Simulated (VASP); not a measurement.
Wanted: the native input for a VASP 6.6.1 run.

| Property | Result |
| --- | --- |
| Task | single point |
| Functional | LDA |
| Potentials or basis | VASP PAW LDA potentials, release 64 (Al, As) |
| Cutoff | 500 eV |
| k mesh | 8 × 8 × 8 |
| Occupations | gaussian, width 0.01 eV |
| Spin | no spin polarisation |
| Dipole correction | no |
| Further INCAR settings | ALGO = Normal; EDIFF = 1e-06; NBANDS = 11 |

The structure of AlAs lies in POSCAR:

```
AlAs
1.0
    0.0000000000      2.7699920729      2.7699920729
    2.7699920729      0.0000000000      2.7699920729
    2.7699920729      2.7699920729      0.0000000000
Al As
1 1
Direct
    0.0000000000      0.0000000000      0.0000000000
    0.7500000000      0.7500000000      0.7500000000
```

These files were run (other wordings do the same):

INCAR

```
PREC = Accurate
ENCUT = 500
EDIFF = 1E-6
ISMEAR = 0
SIGMA = 0.01
LREAL = F
LASPH = T
NELM = 120
ALGO = Normal
ISIF = 2
LWAVE = F
LCHARG = F
GGA = CA
NBANDS = 11
GGA_COMPAT = F
```

KPOINTS

```
regular mesh
0
Gamma
  8 8 8
```

Potentials or basis: VASP PAW LDA potentials, release 64 (Al, As).

The run is started by

```console
$ cat potpaw_LDA.64/Al/POTCAR potpaw_LDA.64/As/POTCAR > POTCAR
$ mpirun -np 1 vasp_std > vasp.out
```

It gave:

```
Pressure               : 4.4 GPa
Band gap on the k mesh : 1.22 eV, indirect (least direct gap 2.40 eV)
```

Run time: 9.7 s on 1 thread of Intel Xeon 6975P-C, on a shared host, peak memory 0.15 GiB.
